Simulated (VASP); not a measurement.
Input of a VASP 6.6.1 run:

File INCAR:

```
SYSTEM = SiC
PREC = Accurate
ENCUT = 600
EDIFF = 1E-6
ISMEAR = 0
SIGMA = 0.02
LREAL = .FALSE.
LASPH = .TRUE.
NELM = 120
ALGO = Normal
ISIF = 2
LWAVE = .FALSE.
LCHARG = .TRUE.
LELF = .TRUE.
LVHAR = .TRUE.
NBANDS = 11
GGA_COMPAT = .FALSE.
```

Contents of KPOINTS:

```
Automatic mesh
0
G
  12 12 12
  0 0 0
```

Contents of POSCAR:

```
SiC
1.0
    0.0000000000      2.1644839321      2.1644839321
    2.1644839321      0.0000000000      2.1644839321
    2.1644839321      2.1644839321      0.0000000000
Si C
1 1
Direct
    0.0000000000      0.0000000000      0.0000000000
    0.2500000000      0.2500000000      0.2500000000
```

Potentials or basis: VASP PAW LDA potentials, release 64 (Si, C).

Launch:

```bash
$ cat potpaw_LDA.64/Si/POTCAR potpaw_LDA.64/C/POTCAR > POTCAR
$ mpirun -np 1 vasp_std > vasp.out
```

Q: Estimate the pressure.

A: 0.3 GPa.

Q: What does it give for the band gap on the k mesh?

A: 1.29 eV, indirect (least direct gap 4.52 eV).

A k mesh can miss the band edges.
